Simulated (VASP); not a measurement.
Set up this calculation in VASP 6.6.1, as the native input.

* Task: single point
* Functional: PBEsol
* Potentials or basis: VASP PAW PBE potentials, release 64 (Ti_sv, B)
* Cutoff: 520 eV
* k mesh: 11 × 11 × 9
* Occupations: methfessel-paxton, width 0.1 eV
* Spin: no spin polarisation
* Dipole correction: no
* Further INCAR settings: ALGO = Normal; EDIFF = 1e-06; NBANDS = 16

The structure of TiB2 lies in POSCAR:

```
TiB2
1.0
    3.0690624661      0.0000000000      0.0000000000
   -1.5345312330      2.6578859062      0.0000000000
    0.0000000000      0.0000000000      3.2708838193
Ti B
1 2
Direct
    0.0000000000      0.0000000000      0.0000000000
    0.3333333333      0.6666666667      0.5000000000
    0.6666666667      0.3333333333      0.5000000000
```

One way to write it, as run:

INCAR

```
SYSTEM = TiB2
ALGO = Normal
EDIFF = 1E-6
ENCUT = 520
GGA = PS
ISIF = 2
ISMEAR = 1
LASPH = .TRUE.
LCHARG = .TRUE.
LELF = .TRUE.
LREAL = .FALSE.
LVHAR = .TRUE.
LWAVE = .FALSE.
NBANDS = 16
NELM = 60
PREC = Accurate
SIGMA = 0.1
```

KPOINTS

```
k-points
0
G
  11 11 9
  0 0 0
```

Potentials or basis: VASP PAW PBE potentials, release 64 (Ti_sv, B).

The run is started by

```bash
$ cat potpaw_PBE.64/Ti_sv/POTCAR potpaw_PBE.64/B/POTCAR > POTCAR
$ mpirun -np 1 vasp_std > vasp.out
```

Results of the run:

The pressure is -13.8 GPa. The band gap on the k mesh is zero (band 9 reaches 9.65 eV, above the bottom of band 10 at 9.23 eV).

Caveat: the PAW data sets were made with another functional, which shifts forces and pressure a little.

It took 19 s on 1 thread of AMD EPYC 9R45 96-Core Processor (Zen 5), on a shared host, peak memory 0.13 GiB.
